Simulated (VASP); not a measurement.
# LaW6 (Pm-3m) in VASP: density of states with PBE

Aim: the density of states of LaW6 with PBE.

All numbers are computed with VASP 6.6.1; they aren't measurements. Logs are shortened: lines on timing, memory, paths and dates and some standing lists are left out, and cuts for length are marked.

## 1. The cell of the first run

Symmetry: Pm-3m, No. 221, cubic system. Conventional cell: a = 6.068 Å, b = 6.068 Å, c = 6.068 Å, α = 90.00°, β = 90.00°, γ = 90.00°. La (site symmetry m-3m) has 24 W at 4.46 Å within 5.8 Å. Within 3.2 Å of W (site symmetry 4mm) lie 5 W at 2.40 to 2.59 Å.

## 2. Density of states, PBE

File POSCAR:

```
LaW6
1.0
    6.0681153692      0.0000000000      0.0000000000
    0.0000000000      6.0681153692      0.0000000000
    0.0000000000      0.0000000000      6.0681153692
La W
1 6
Direct
    0.0000000000      0.0000000000      0.0000000000
    0.5000000000      0.5000000000      0.1979728014
    0.5000000000      0.5000000000      0.8020271986
    0.1979728014      0.5000000000      0.5000000000
    0.8020271986      0.5000000000      0.5000000000
    0.5000000000      0.1979728014      0.5000000000
    0.5000000000      0.8020271986      0.5000000000
```

File INCAR.step1:

```
PREC = Accurate
ENCUT = 520
EDIFF = 1E-6
ISMEAR = 0
SIGMA = 0.1
LREAL = F
LASPH = T
NELM = 100
ALGO = Normal
ISIF = 2
LWAVE = F
LCHARG = T
LMAXMIX = 6
GGA = PE
NBANDS = 56
```

File KPOINTS.step1:

```
Automatic mesh
0
Gamma
  6 6 6
```

File INCAR.step2:

```
PREC = Accurate
ENCUT = 520
EDIFF = 1E-6
ISMEAR = -5
SIGMA = 0.1
LREAL = F
LASPH = T
NELM = 100
ALGO = Normal
ISIF = 2
LWAVE = F
LCHARG = F
LMAXMIX = 6
GGA = PE
LORBIT = 11
NBANDS = 56
NEDOS = 2001
ICHARG = 11
```

File KPOINTS.step2:

```
Automatic mesh
0
Gamma
  9 9 9
```

Potentials or basis: VASP PAW PBE potentials, release 64 (La, W_sv).

Command:

```bash
$ cat potpaw_PBE.64/La/POTCAR potpaw_PBE.64/W_sv/POTCAR > POTCAR
$ cp INCAR.step1 INCAR
$ cp KPOINTS.step1 KPOINTS
$ mpirun -np 1 vasp_std > vasp.out
$ cp INCAR.step2 INCAR
$ cp KPOINTS.step2 KPOINTS
$ mpirun -np 1 vasp_std > vasp.out
```

OUTCAR:

```text
PREC = Accurate
   ENCUT = 520
   EDIFF = 1E-6
   ISMEAR = -5
   LREAL = F
   LASPH = T
   NELM = 100
   ISIF = 2
   GGA = PE
   LORBIT = 11
   ICHARG = 11

 ion  position               nearest neighbor table
   1  0.000  0.000  0.000-
   2  0.500  0.500  0.198-   3 2.40   4 2.59   5 2.59   6 2.59   7 2.59
   3  0.500  0.500  0.802-   2 2.40   4 2.59   5 2.59   6 2.59   7 2.59
   4  0.198  0.500  0.500-   5 2.40   3 2.59   2 2.59   6 2.59   7 2.59
   5  0.802  0.500  0.500-   4 2.40   3 2.59   2 2.59   6 2.59   7 2.59
   6  0.500  0.198  0.500-   7 2.40   3 2.59   4 2.59   5 2.59   2 2.59
   7  0.500  0.802  0.500-   6 2.40   3 2.59   4 2.59   5 2.59   2 2.59

  LATTYP: Found a simple cubic cell.
 ALAT       =     6.0681153692

  Lattice vectors:

 A1 = (   6.0681153692,   0.0000000000,   0.0000000000)
 A2 = (   0.0000000000,   6.0681153692,   0.0000000000)
 A3 = (   0.0000000000,   0.0000000000,   6.0681153692)

Analysis of symmetry for initial positions (statically):
=====================================================================
 Subroutine PRICEL returns:
 Original cell was already a primitive cell.

 Routine SETGRP: Setting up the symmetry group for a
 simple cubic supercell.

 Subroutine GETGRP returns: Found 48 space group operations
 (whereof 48 operations were pure point group operations)
 out of a pool of 48 trial point group operations.

The static configuration has the point symmetry O_h .

Analysis of symmetry for dynamics (positions and initial velocities):
=====================================================================
 Subroutine PRICEL returns:
 Original cell was already a primitive cell.

 Routine SETGRP: Setting up the symmetry group for a
 simple cubic supercell.

 Subroutine GETGRP returns: Found 48 space group operations
 (whereof 48 operations were pure point group operations)
 out of a pool of 48 trial point group operations.

The dynamic configuration has the point symmetry O_h .

 Subroutine INISYM returns: Found 48 space group operations
 (whereof 48 operations are pure point group operations),
 and found     1 'primitive' translations

----------------------------------------------------------------------------------------

                                     Primitive cell

[... 117 lines left out ...]
   ISMEAR =    -5;   SIGMA  =   0.10  broadening in eV -4-tet -1-fermi 0-gaus
   EFERMI_NEDOS =   21; number of points for ismear=-14 and -15
   IALGO  =     38    algorithm
   IMIX   =      4    mixing-type and parameters
     AMIX     =   0.40;   BMIX     =  1.00
     AMIX_MAG =   1.60;   BMIX_MAG =  1.00
  volume/ion in A,a.u.               =      31.92       215.41
  Fermi-wavevector in a.u.,A,eV,Ry     =   1.231012  2.326275 20.618132  1.515390
  Thomas-Fermi vector in A             =   2.365838
   LORBIT       =     11    0 simple, 1 ext, 2 COOP (PROOUT), +10 PAW based schemes
   GGA     = PE    functional components
   LHFCALC =     F    Hartree Fock is set to
   AEXX    =    0.0000 exact exchange contribution
   IVDW    =     0    specifies the selected vdW correction
   LEPSILON=     F    determine dielectric tensor
   LRPA    =     F    only Hartree local field effects (RPA)
 non-spin polarized calculation
 Fermi weights with tetrahedron method with Bloechl corrections
  energy-cutoff  :      520.00
  volume of cell :      223.44
 maximum number of plane-waves:      6040
 NGX is ok and might be reduce to    48

 number of electron      94.9999976 magnetization

 Free energy of the ion-electron system (eV)
  ---------------------------------------------------
  ext. energy  EPLUGINS =         0.00000000
  ---------------------------------------------------
  free energy    TOTEN  =       -67.31456495 eV

  energy without entropy =      -67.31456495  energy(sigma->0) =      -67.31456495

 E-fermi :   4.1416     XC(G=0):  -9.4767

 val. band max:        4.1554599772   @ k =   0.4444   0.3333   0.2222
 cond. band min:       4.1699259771   @ k =   0.4444   0.2222   0.0000
 fundamental gap:      0.0144659999
 Fermi energy:         4.1415666956

 k-point     1 :       0.0000    0.0000    0.0000
  band No.  band energies     occupation
      1     -69.1731      2.00000
      2     -68.9998      2.00000
      3     -68.9998      2.00000
      4     -68.9204      2.00000
      5     -68.9204      2.00000
      6     -68.9204      2.00000
[... 1405 lines left out ...]
     55       4.6720      0.00000
     56       4.6790      0.00000

 [... further k-points ...]

------------------------ aborting loop because EDIFF is reached ----------------------------------------

  FORCE on cell =-STRESS in cart. coord.  units (eV):
  Direction    XX          YY          ZZ          XY          YZ          ZX
  --------------------------------------------------------------------------------------
  -------------------------------------------------------------------------------------
  Total        0.2774895      0.2774895      0.2774895     -0.0000000      0.0000000     -0.0000000
  in kB        1.9897372      1.9897372      1.9897372     -0.0000000      0.0000000     -0.0000000
  external PRESSURE =       1.9897372 kB  Pullay stress =       0.0000000 kB

 VOLUME and BASIS-vectors are now :
 -----------------------------------------------------------------------------
  energy-cutoff  :      520.00
  volume of cell :      223.44
      direct lattice vectors                 reciprocal lattice vectors
     6.068115369  0.000000000  0.000000000     0.164795812  0.000000000  0.000000000
     0.000000000  6.068115369  0.000000000     0.000000000  0.164795812  0.000000000
     0.000000000  0.000000000  6.068115369     0.000000000  0.000000000  0.164795812

 POSITION                                       TOTAL-FORCE (eV/Angst)
 -----------------------------------------------------------------------------------
      0.00000      0.00000      0.00000         0.000000      0.000000      0.000000
      3.03406      3.03406      1.20132         0.000000      0.000000      0.000326
      3.03406      3.03406      4.86679         0.000000     -0.000000     -0.000326
      1.20132      3.03406      3.03406         0.000326      0.000000      0.000000
      4.86679      3.03406      3.03406        -0.000326     -0.000000     -0.000000
      3.03406      1.20132      3.03406         0.000000      0.000326      0.000000
      3.03406      4.86679      3.03406         0.000000     -0.000326     -0.000000
 -----------------------------------------------------------------------------------
    total drift:                                0.000000     -0.000000     -0.000000

  FREE ENERGIE OF THE ION-ELECTRON SYSTEM (eV)
  ---------------------------------------------------
  free  energy   TOTEN  =       -67.3145649488 eV

  energy  without entropy=      -67.3145649488  energy(sigma->0) =      -67.31456495

 total charge

# of ion       s       p       d       f       tot
--------------------------------------------------
    1        1.996   5.653   0.383   0.116   8.148
    2        2.488   6.194   3.526   0.000  12.209
    3        2.488   6.194   3.526   0.000  12.209
    4        2.488   6.194   3.526   0.000  12.209
    5        2.488   6.194   3.526   0.000  12.209
    6        2.488   6.194   3.526   0.000  12.209
    7        2.488   6.194   3.526   0.000  12.209
--------------------------------------------------
tot         16.924  42.819  21.542   0.116  81.401
```

OSZICAR.step1:

```text
N       E                     dE             d eps       ncg     rms          rms(c)
DAV:   1     0.138112296148E+04    0.13811E+04   -0.51573E+04  2624   0.204E+03
DAV:   2     0.842120023356E+02   -0.12969E+04   -0.12582E+04  2320   0.614E+02
DAV:   3    -0.555486334376E+02   -0.13976E+03   -0.12935E+03  3032   0.178E+02
DAV:   4    -0.692966674485E+02   -0.13748E+02   -0.12880E+02  3920   0.465E+01
DAV:   5    -0.705690528349E+02   -0.12724E+01   -0.10491E+01  3920   0.860E+00    0.419E+01
DAV:   6    -0.678025024922E+02    0.27666E+01   -0.88167E+00  2880   0.140E+01    0.190E+01
DAV:   7    -0.674204460706E+02    0.38206E+00   -0.35426E+00  3384   0.107E+01    0.216E+00
DAV:   8    -0.673491012273E+02    0.71345E-01   -0.54924E-01  3696   0.326E+00    0.114E+00
DAV:   9    -0.673435921074E+02    0.55091E-02   -0.11970E-01  2992   0.166E+00    0.582E-01
DAV:  10    -0.673417582021E+02    0.18339E-02   -0.42804E-02  3384   0.103E+00    0.292E-01
DAV:  11    -0.673419049405E+02   -0.14674E-03   -0.17171E-02  3640   0.623E-01    0.180E-01
DAV:  12    -0.673412561215E+02    0.64882E-03   -0.15515E-03  3488   0.185E-01    0.989E-02
DAV:  13    -0.673409679007E+02    0.28822E-03   -0.14498E-03  3328   0.140E-01    0.142E-02
DAV:  14    -0.673409864079E+02   -0.18507E-04   -0.12423E-04  3456   0.400E-02    0.146E-02
DAV:  15    -0.673409907827E+02   -0.43748E-05   -0.15300E-05  2672   0.162E-02    0.176E-02
DAV:  16    -0.673409813375E+02    0.94453E-05   -0.33320E-05  2600   0.253E-02    0.857E-04
DAV:  17    -0.673409816450E+02   -0.30757E-06   -0.16800E-06  1896   0.718E-03
   1 F= -.67340982E+02 E0= -.67314668E+02  d E =-.526269E-01
```

Run time: 7.5 min. Hardware: 1 thread of AMD EPYC 9R45 (Zen 5), shared host; peak memory 0.51 GiB.

Results:

| Property | Result |
| --- | --- |
| Valence electrons inside the program's atomic spheres | La 8.15; W 12.21 |

Levels at points of the mesh, in eV from the Fermi level:
```
           k point  band 45  band 46  band 47  band 48  band 49  band 50  band 51  band 52
(0.00, 0.00, 0.00)    -0.35    -0.20    -0.20     0.45     0.45     0.45     0.55     0.58
```

Caveat: spin-orbit coupling is left out, which moves the levels of the heavy elements; tetrahedron occupations give inexact forces and stress in metals.
